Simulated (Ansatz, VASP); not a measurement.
Two plane-wave programs on WS2

```
S W
1.0
     3.22293    0.00000    0.00000
    -1.61147    2.79114    0.00000
     0.00000    0.00000   32.29053
S W
2 1
Direct
  0.33333 0.66667 0.45188
  0.33333 0.66667 0.54812
  0.66667 0.33333 0.50000
```

Change from the starting cell: biaxial strain +0.020, atoms relaxed.

Alike in both runs: functional PBE; dispersion D3(BJ); k mesh 12 × 12 × 1; occupations gaussian, width 0.02 eV; no spin polarisation.

Ansatz relaxed the structure, and its values are those at the end. VASP's run is a single point on that final structure, the one shown.

```csv
,VASP,Ansatz
version,VASP 6.6.1,Ansatz 0.2.0
potentials or method,"VASP PAW PBE potentials, release 64 (S, W_sv), cutoff 520 eV","scalar-relativistic, plane waves, PAW"
valence electrons in the cell,26,26
```

|  | VASP | Ansatz | Ansatz less VASP |
| --- | --- | --- | --- |
| gap on the k mesh at the Fermi level (eV) | 1.54 | 1.52 | -0.013 |
| least direct gap on the mesh (eV) | 1.66 | 1.65 | -0.003 |
| rms of the force components (eV/Å) | 0.003 | 0.002 | -0.0015 |

Ansatz's warnings: stress scf threshold loose, structure snapped to symmetry, xc potential rough in thin density.

Neither program's run includes spin-orbit coupling.
